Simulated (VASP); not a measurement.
# Al2Cl2F: single point with PBE

Crystal: Al2Cl2F.

```
Al Cl F
1.0
     5.18499    0.00000    0.00000
     0.00000    5.18499    0.00000
     0.00000    0.00000    3.82100
Al Cl F
2 2 1
Direct
  0.00000 0.50000 0.71255
  0.50000 0.00000 0.71255
  0.00000 0.50000 0.13854
  0.50000 0.00000 0.13854
  0.00000 0.00000 0.74904
```

- Program: VASP 6.6.1
- Task: single point
- Functional: PBE
- Potentials or basis: VASP PAW PBE potentials, release 64 (Al, Cl, F)
- Cutoff: 520 eV
- k mesh: 4 × 4 × 4
- Occupations: gaussian, width 0.1 eV
- Spin: no spin polarisation

| Quantity | Value |
| --- | --- |
| Pressure | 43.6 GPa |
| Largest force | 21.070 eV/Å |

Forces on the atoms (eV/Å):
```
Al    0.000   0.000 -20.758
Al    0.000   0.000 -20.758
Cl    0.000   0.000  21.070
Cl    0.000   0.000  21.070
F     0.000   0.000  -0.624
```

Stress tensor (GPa, compression positive):
```
 -6.61   0.00   0.00
  0.00  -6.61   0.00
  0.00   0.00 144.17
```

Levels at points of the mesh, in eV from the Fermi level:
```csv
k point,band 10,band 11,band 12,band 13,band 14,band 15,band 16,band 17,band 18,band 19
"(0.00, 0.00, 0.00)",-4.74,-4.74,-4.62,-2.99,-0.08,2.31,3.17,3.17,3.34,3.93
"(0.50, 0.00, 0.00)",-5.63,-4.74,-4.61,-1.50,-1.26,2.61,2.88,4.24,4.34,5.12
"(0.50, 0.50, 0.00)",-5.75,-5.75,-4.62,-0.79,-0.79,0.93,3.06,4.14,4.29,4.29
"(0.00, 0.00, 0.50)",-5.43,-5.43,-4.92,-0.31,0.14,0.14,3.23,3.23,3.41,3.54
"(0.50, 0.00, 0.50)",-5.40,-5.28,-4.61,-0.86,0.14,0.24,2.10,3.00,3.37,5.02
"(0.50, 0.50, 0.50)",-5.28,-5.28,-4.46,-1.93,-0.26,1.91,1.91,3.01,3.04,5.43
```

Run time: 22 s on 1 thread of AMD EPYC 9R45 96-Core Processor (Zen 5), with other jobs on the host, peak memory 0.18 GiB.

Caveat: the k points lie up to 0.41 Å⁻¹ apart; an odd number of electrons without spin polarisation forces a metal; a magnetic or distorted state may lie lower.
